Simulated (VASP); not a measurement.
Nb3N5: single point with PBEsol

Nb3N5:

```xyz
16
Lattice="1.9176 -5.0649 0.0000 1.9176 5.0649 0.0000 0.0000 0.0000 10.1154" Properties=species:S:1:pos:R:3 pbc="T T T"
Nb    1.9176   -3.7264    4.4605
Nb    1.9176   -3.7264    0.5972
Nb    1.9176   -3.0063    7.5866
Nb    1.9176    3.0063    2.5289
Nb    1.9176    3.7264    5.6549
Nb    1.9176    3.7264    9.5182
N     1.9176   -1.9279    9.3796
N     1.9176   -4.5910    6.2887
N     1.9176   -4.5910    8.8844
N     1.9176   -1.9279    5.7935
N     1.9176   -2.6928    2.5289
N     1.9176    4.5910    3.8267
N     1.9176    1.9279    0.7358
N     1.9176    1.9279    4.3219
N     1.9176    2.6928    7.5866
N     1.9176    4.5910    1.2310
```

```yaml
Program: VASP 6.6.1
Task: single point
Functional: PBEsol
Potentials_or_basis: VASP PAW PBE potentials, release 64 (Nb_sv, N)
Cutoff: 600 eV
k_mesh: 8 × 8 × 4
Occupations: gaussian, width 0.02 eV
Spin: no spin polarisation
```

- Pressure: 7.1 GPa
- Largest force: 0.004 eV/Å
- Band gap on the k mesh: 0.70 eV (least direct gap 1.01 eV)

Forces on the atoms (eV/Å):
```
Nb   0.000  0.004  0.000
Nb   0.000  0.004  0.000
Nb   0.000 -0.002  0.000
Nb   0.000  0.002  0.000
Nb   0.000 -0.004  0.000
Nb   0.000 -0.004  0.000
N    0.000  0.002 -0.002
N    0.000  0.003 -0.003
N    0.000  0.003  0.003
N    0.000  0.002  0.002
N    0.000  0.004  0.000
N    0.000 -0.003  0.003
N    0.000 -0.002  0.002
N    0.000 -0.002 -0.002
N    0.000 -0.004  0.000
N    0.000 -0.003 -0.003
```

Levels at points of the mesh, in eV from the valence-band top:
```tsv
k point	band 61	band 62	band 63	band 64	band 65	band 66	band 67	band 68
(0.00, 0.00, 0.00)	-0.78	-0.61	-0.16	-0.11	0.96	1.17	1.59	1.81
(0.50, 0.00, 0.00)	-1.12	-1.09	-0.55	-0.47	1.31	1.38	2.18	2.54
(0.50, 0.50, 0.00)	-1.10	-0.89	-0.73	-0.37	0.70	1.43	1.97	2.38
(0.00, 0.00, 0.50)	-0.84	-0.84	-0.44	-0.44	1.10	1.10	2.02	2.02
(0.50, 0.00, 0.50)	-0.80	-0.80	-0.55	-0.55	1.51	1.51	2.27	2.27
(0.50, 0.50, 0.50)	-1.14	-1.14	-0.64	-0.64	1.12	1.12	2.30	2.30
```

It took 16 min on 1 thread of Intel(R) Xeon(R) 6975P-C (Granite Rapids) (shared host), peak memory 1 GiB.

Caveat: the cell stands under pressure; semilocal functionals underestimate gaps, and a narrow one can read as zero; the PAW data sets were made with another functional, which shifts forces and pressure a little. A k mesh can miss the band edges.
